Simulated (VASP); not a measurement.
# MnO (P6_3mc) in VASP: settings compared

Aim: see how the results for MnO move with the level of theory and the settings. Levels: LDA, PBEsol. Tasks: single point.

Program: VASP 6.6.1. These are calculated values, not measurements. Logs are shortened: lines on timing, memory, paths and dates and some standing lists are left out, and cuts for length are marked.

## Step 1: The cell of the first run

The structure is hexagonal, space group P6_3mc (No. 186). Conventional cell: a = 3.394 Å, b = 3.394 Å, c = 5.421 Å, α = 90.00°, β = 90.00°, γ = 120.00°. Within 2.6 Å of Mn (site symmetry 3m) lie 4 O at 1.98 to 2.09 Å. O (site symmetry 3m) has 4 Mn at 1.98 to 2.09 Å within 2.6 Å.

## Step 2: Single point, LDA, collinear spin, ferromagnetic start

INCAR reads:

```
  PREC = Accurate
  ENCUT = 520
  EDIFF = 1E-6
  ISMEAR = -1
  SIGMA = 0.05
  LREAL = F
  LASPH = T
  NELM = 150
  ALGO = Normal
  ISIF = 2
  LWAVE = F
  LCHARG = F
  ISPIN = 2
  MAGMOM = 4 4 0 0
  LORBIT = 11
  LMAXMIX = 4
  GGA = CA
  NBANDS = 31
```

KPOINTS reads:

```
Automatic mesh
0
Gamma
  9 9 5
```

POSCAR reads:

```
MnO
1.0
    3.3940297898      0.0000000000      0.0000000000
   -1.6970148949      2.9393160191      0.0000000000
    0.0000000000      0.0000000000      5.4211666023
Mn O
2 2
Direct
    0.6666666667      0.3333333333      0.5109600000
    0.3333333333      0.6666666667      0.0109600000
    0.6666666667      0.3333333333      0.8754700000
    0.3333333333      0.6666666667      0.3754700000
```

Potentials or basis: VASP PAW LDA potentials, release 64 (Mn_pv, O).

Launch:

```sh
cat potpaw_LDA.64/Mn_pv/POTCAR potpaw_LDA.64/O/POTCAR > POTCAR
mpirun -np 1 vasp_std > vasp.out
```

OUTCAR:

```text
PREC = Accurate
   ENCUT = 520
   EDIFF = 1E-6
   ISMEAR = -1
   LREAL = F
   LASPH = T
   NELM = 150
   ISIF = 2
   ISPIN = 2
   LORBIT = 11
   GGA = CA

 ion  position               nearest neighbor table
   1  0.667  0.333  0.511-   3 1.98   4 2.09   4 2.09   4 2.09
   2  0.333  0.667  0.011-   4 1.98   3 2.09   3 2.09   3 2.09
   3  0.667  0.333  0.875-   1 1.98   2 2.09   2 2.09   2 2.09
   4  0.333  0.667  0.375-   2 1.98   1 2.09   1 2.09   1 2.09

  LATTYP: Found a hexagonal cell.
 ALAT       =     3.3940297898
 C/A-ratio  =     1.5972654744

  Lattice vectors:

 A1 = (   3.3940297898,   0.0000000000,   0.0000000000)
 A2 = (  -1.6970148949,   2.9393160191,   0.0000000000)
 A3 = (   0.0000000000,   0.0000000000,   5.4211666023)

Analysis of symmetry for initial positions (statically):
=====================================================================
 Subroutine PRICEL returns:
 Original cell was already a primitive cell.

 Routine SETGRP: Setting up the symmetry group for a
 hexagonal supercell.

 Subroutine GETGRP returns: Found 12 space group operations
 (whereof  6 operations were pure point group operations)
 out of a pool of 24 trial point group operations.

The static configuration has the point symmetry C_3v.
 The point group associated with its full space group is C_6v.

Analysis of symmetry for dynamics (positions and initial velocities):
=====================================================================
 Subroutine PRICEL returns:
 Original cell was already a primitive cell.

 Routine SETGRP: Setting up the symmetry group for a
 hexagonal supercell.

 Subroutine GETGRP returns: Found 12 space group operations
 (whereof  6 operations were pure point group operations)
 out of a pool of 24 trial point group operations.

The dynamic configuration has the point symmetry C_3v.
 The point group associated with its full space group is C_6v.

Analysis of structural, dynamic, and magnetic symmetry:
=====================================================================
 Subroutine PRICEL returns:
 Original cell was already a primitive cell.

 Routine SETGRP: Setting up the symmetry group for a
 hexagonal supercell.

 Subroutine GETGRP returns: Found 12 space group operations
 (whereof  6 operations were pure point group operations)
 out of a pool of 24 trial point group operations.

The overall configuration has the point symmetry C_3v.
 The point group associated with its full space group is C_6v.

 Subroutine INISYM returns: Found 12 space group operations
 (whereof  6 operations are pure point group operations),
 and found     1 'primitive' translations

----------------------------------------------------------------------------------------

                                     Primitive cell

  volume of cell :      54.0822

  direct lattice vectors                    reciprocal lattice vectors
     3.394029790  0.000000000  0.000000000     0.294635010  0.170107602  0.000000000
    -1.697014895  2.939316019  0.000000000     0.000000000  0.340215204  0.000000000
     0.000000000  0.000000000  5.421166602     0.000000000  0.000000000  0.184462141

  length of vectors
     3.394029790  3.394029790  5.421166602     0.340215204  0.340215204  0.184462141

  position of ions in fractional coordinates (direct lattice)
     0.666666667  0.333333333  0.510960000
     0.333333333  0.666666667  0.010960000
     0.666666667  0.333333333  0.875470000
     0.333333333  0.666666667  0.375470000

  ion indices of the primitive-cell ions
   primitive index   ion index
                 1           1
                 2           2
                 3           3
                 4           4

----------------------------------------------------------------------------------------

 KPOINTS: Automatic mesh

Automatic generation of k-mesh.
 Grid dimensions read from file:
 generate k-points for:    9    9    5

 Generating k-lattice:

  Cartesian coordinates                     Fractional coordinates (reciprocal lattice)
     0.032737223  0.018900845  0.000000000     0.111111111  0.000000000  0.000000000
     0.000000000  0.037801689  0.000000000     0.000000000  0.111111111  0.000000000
     0.000000000  0.000000000  0.036892428     0.000000000  0.000000000  0.200000000

  Length of vectors
     0.037801689  0.037801689  0.036892428

  Shift w.r.t. Gamma in fractional coordinates (k-lattice)
     0.000000000  0.000000000  0.000000000

 Subroutine IBZKPT returns following result:
 ===========================================

 Found     36 irreducible k-points:

 Following reciprocal coordinates:
            Coordinates               Weight
  0.000000  0.000000  0.000000      1.000000
  0.111111  0.000000  0.000000      6.000000
  0.222222  0.000000  0.000000      6.000000
  0.333333  0.000000  0.000000      6.000000
  0.444444  0.000000  0.000000      6.000000
  0.111111  0.111111  0.000000      6.000000
[... 16 lines left out ...]
  0.333333  0.222222  0.200000     24.000000
  0.333333  0.333333  0.200000      4.000000
 [... further k-points ...]
   k-points           NKPTS =     36   k-points in BZ     NKDIM =     36   number of bands    NBANDS=     31
   number of dos      NEDOS =    301   number of ions     NIONS =      4
   total plane-waves  NPLWV =  31360
   dimension x,y,z NGX =    28 NGY =   28 NGZ =   40
   dimension x,y,z NGXF=    56 NGYF=   56 NGZF=   80
   ions per type =               2   2
   NGX,Y,Z   is equivalent  to a cutoff of  13.71, 13.71, 12.27 a.u.
   NGXF,Y,Z  is equivalent  to a cutoff of  27.43, 27.43, 24.53 a.u.
 SYSTEM =  unknown system
   PREC   = accura    normal or accurate (medium, high low for compatibility)
   ISTART =      0    job   : 0-new  1-cont  2-samecut
   ICHARG =      2    charge: 1-file 2-atom 10-const
   ISPIN  =      2    spin polarized calculation?
   LNONCOLLINEAR =      F non collinear calculations
   LSORBIT =      F    spin-orbit coupling
   LASPH  =      T    aspherical Exc in radial PAW
   ENCUT  =  520.0 eV  38.22 Ry    6.18 a.u.   6.31  6.31 10.08*2*pi/ulx,y,z
   NELM   =    150;   NELMIN=  2; NELMDL= -5     # of ELM steps
   EDIFF  = 0.1E-05   stopping-criterion for ELM
   LREAL  =      F    real-space projection
   EDIFFG = 0.1E-04   stopping-criterion for IOM
   NSW    =      0    number of steps for IOM
   IBRION =     -1    ionic relax: 0-MD 1-quasi-New 2-CG
   NFREE  =      0    steps in history (QN), initial steepest desc. (CG)
   ISIF   =      2    stress and relaxation
   ISYM   =      2    0-nonsym 1-usesym 2-fastsym
   POTIM  = 0.5000    time-step for ionic-motion
   TEBEG  =    0.0;   TEEND  =   0.0 temperature during run
   PSTRESS=    0.0 pullay stress
   NELECT =      38.0000    total number of electrons
   NUPDOWN=      -1.0000    fix difference up-down
   EMIN   =  10.00;   EMAX   =-10.00  energy-range for DOS
[... 5 lines left out ...]
     AMIX     =   0.40;   BMIX     =  1.00
     AMIX_MAG =   1.60;   BMIX_MAG =  1.00
  volume/ion in A,a.u.               =      13.52        91.24
  Fermi-wavevector in a.u.,A,eV,Ry     =   1.455407  2.750320 28.819992  2.118210
  Thomas-Fermi vector in A             =   2.572445
   LORBIT       =     11    0 simple, 1 ext, 2 COOP (PROOUT), +10 PAW based schemes
   GGA     = CA    functional components
   LHFCALC =     F    Hartree Fock is set to
   AEXX    =    0.0000 exact exchange contribution
   IVDW    =     0    specifies the selected vdW correction
   LEPSILON=     F    determine dielectric tensor
   LRPA    =     F    only Hartree local field effects (RPA)
 spin polarized calculation
  energy-cutoff  :      520.00
  volume of cell :       54.08
 maximum number of plane-waves:      1468
 NGX is ok and might be reduce to    28
   NGX = 13   NGY = 13   NGZ = 21

 number of electron      37.9999996 magnetization      10.0488071

 number of electron      37.9999996 magnetization       9.8728917

 Free energy of the ion-electron system (eV)
  ---------------------------------------------------
  ext. energy  EPLUGINS =         0.00000000
  ---------------------------------------------------
  free energy    TOTEN  =       -34.83570997 eV

  energy without entropy =      -34.82341800  energy(sigma->0) =      -34.82956398

 E-fermi :   5.2767     XC(G=0): -11.0232

 val. band max:        5.2633689944   @ k =   0.1111   0.1111   0.0000
 cond. band min:       5.2964041809   @ k =   0.3333   0.1111   0.0000
 fundamental gap:      0.0330351865
 Fermi energy:         5.2766569639

 spin component 1

 k-point     1 :       0.0000    0.0000    0.0000
  band No.  band energies     occupation
      1     -44.6697      1.00000
      2     -44.6693      1.00000
      3     -44.6693      1.00000
      4     -44.6635      1.00000
      5     -44.6635      1.00000
      6     -44.6339      1.00000
[... 23 lines left out ...]
     30      17.3927      0.00000
     31      17.6890      0.00000

 k-point     2 :       0.1111    0.0000    0.0000
  band No.  band energies     occupation
      1     -44.6722      1.00000
      2     -44.6700      1.00000
      3     -44.6680      1.00000
      4     -44.6662      1.00000
      5     -44.6640      1.00000
      6     -44.6345      1.00000
[... 23 lines left out ...]
     30      16.9076      0.00000
     31      18.0431      0.00000

 k-point     3 :       0.2222    0.0000    0.0000
  band No.  band energies     occupation
      1     -44.6784      1.00000
      2     -44.6729      1.00000
      3     -44.6720      1.00000
      4     -44.6652      1.00000
      5     -44.6646      1.00000
      6     -44.6365      1.00000
[... 703 lines left out ...]
     30      14.5687      0.00000
     31      15.3509      0.00000

 k-point    24 :       0.3333    0.3333    0.2000
  band No.  band energies     occupation
      1     -44.6846      1.00000
      2     -44.6846      1.00000
      3     -44.6838      1.00000
      4     -44.6761      1.00000
      5     -44.6477      1.00000
      6     -44.6477      1.00000
[... 23 lines left out ...]
     30      13.8059      0.00000
     31      15.6360      0.00000

 [... further k-points ...]

 spin component 2

 k-point     1 :       0.0000    0.0000    0.0000
  band No.  band energies     occupation
      1     -40.4125      1.00000
      2     -40.3864      1.00000
      3     -40.3864      1.00000
      4     -40.3790      1.00000
      5     -40.3790      1.00000
      6     -40.3646      1.00000
[... 23 lines left out ...]
     30      18.3137      0.00000
     31      18.9435      0.00000

 k-point     2 :       0.1111    0.0000    0.0000
  band No.  band energies     occupation
      1     -40.4110      1.00000
      2     -40.3894      1.00000
      3     -40.3874      1.00000
      4     -40.3825      1.00000
      5     -40.3795      1.00000
      6     -40.3655      1.00000
[... 23 lines left out ...]
     30      18.1319      0.00000
     31      19.3096      0.00000

 k-point     3 :       0.2222    0.0000    0.0000
  band No.  band energies     occupation
      1     -40.4075      1.00000
      2     -40.3966      1.00000
      3     -40.3914      1.00000
      4     -40.3899      1.00000
      5     -40.3811      1.00000
      6     -40.3680      1.00000
[... 703 lines left out ...]
     30      16.0434      0.00000
     31      16.4196      0.00000

 k-point    24 :       0.3333    0.3333    0.2000
  band No.  band energies     occupation
      1     -40.4090      1.00000
      2     -40.4090      1.00000
      3     -40.4051      1.00000
      4     -40.3950      1.00000
      5     -40.3811      1.00000
      6     -40.3811      1.00000
[... 23 lines left out ...]
     30      15.2763      0.00000
     31      16.6130      0.00000

 [... further k-points ...]
[... 5 lines left out ...]
  --------------------------------------------------------------------------------------
  -------------------------------------------------------------------------------------
  Total       -2.9834875     -2.9834875     -1.0425017      0.0000000      0.0000000      0.0000000
  in kB      -88.3853165    -88.3853165    -30.8839375      0.0000000      0.0000000      0.0000000
  external PRESSURE =     -69.2181902 kB  Pullay stress =       0.0000000 kB

 VOLUME and BASIS-vectors are now :
 -----------------------------------------------------------------------------
  energy-cutoff  :      520.00
  volume of cell :       54.08
      direct lattice vectors                 reciprocal lattice vectors
     3.394029790  0.000000000  0.000000000     0.294635010  0.170107602  0.000000000
    -1.697014895  2.939316019  0.000000000     0.000000000  0.340215204  0.000000000
     0.000000000  0.000000000  5.421166602     0.000000000  0.000000000  0.184462141

 POSITION                                       TOTAL-FORCE (eV/Angst)
 -----------------------------------------------------------------------------------
      1.69701      0.97977      2.77000         0.000000     -0.000000     -0.514055
     -0.00000      1.95954      0.05942        -0.000000      0.000000     -0.514055
      1.69701      0.97977      4.74607         0.000000      0.000000      0.514055
     -0.00000      1.95954      2.03549        -0.000000      0.000000      0.514055
 -----------------------------------------------------------------------------------
    total drift:                               -0.000000      0.000000      0.001797

  FREE ENERGIE OF THE ION-ELECTRON SYSTEM (eV)
  ---------------------------------------------------
  free  energy   TOTEN  =       -34.8357099662 eV

  energy  without entropy=      -34.8234180028  energy(sigma->0) =      -34.82956398

 total charge

# of ion       s       p       d       tot
------------------------------------------
    1        0.242   6.223   4.960  11.425
    2        0.242   6.223   4.960  11.425
    3        1.544   3.422   0.000   4.966
    4        1.544   3.422   0.000   4.966
--------------------------------------------------
tot          3.571  19.290   9.921  32.782

 magnetization (x)

# of ion       s       p       d       tot
------------------------------------------
    1        0.033   0.056   4.247   4.335
    2        0.033   0.056   4.247   4.335
    3        0.019   0.195   0.000   0.213
    4        0.019   0.195   0.000   0.213
--------------------------------------------------
tot          0.102   0.501   8.494   9.098
```

Wall time 50 s (1 thread of Intel Xeon 6975P-C (Granite Rapids), shared host); peak memory 0.21 GiB.

Results:

```
Free energy                                           : -34.8357 eV
Pressure                                              : -6.9 GPa
Largest force                                         : 0.514 eV/Å
Net moment                                            : 9.87 μB per cell
Site moments                                          : Mn +4.33; O +0.21 μB
Valence electrons inside the program's atomic spheres : Mn 11.43; O 4.97
```

Forces on the atoms (eV/Å):
```
Mn   0.000  0.000 -0.514
Mn   0.000  0.000 -0.514
O    0.000  0.000  0.514
O    0.000  0.000  0.514
```

Stress tensor (GPa, compression positive):
```
-8.84  0.00  0.00
 0.00 -8.84  0.00
 0.00  0.00 -3.09
```

Caveat: semilocal functionals often make such compounds metallic where correlation or magnetic order opens a gap, which also shifts bond lengths; only a ferromagnetic start was run, and an antiferromagnetic order may lie lower in energy.

(Part 1 of 2 ends here.)
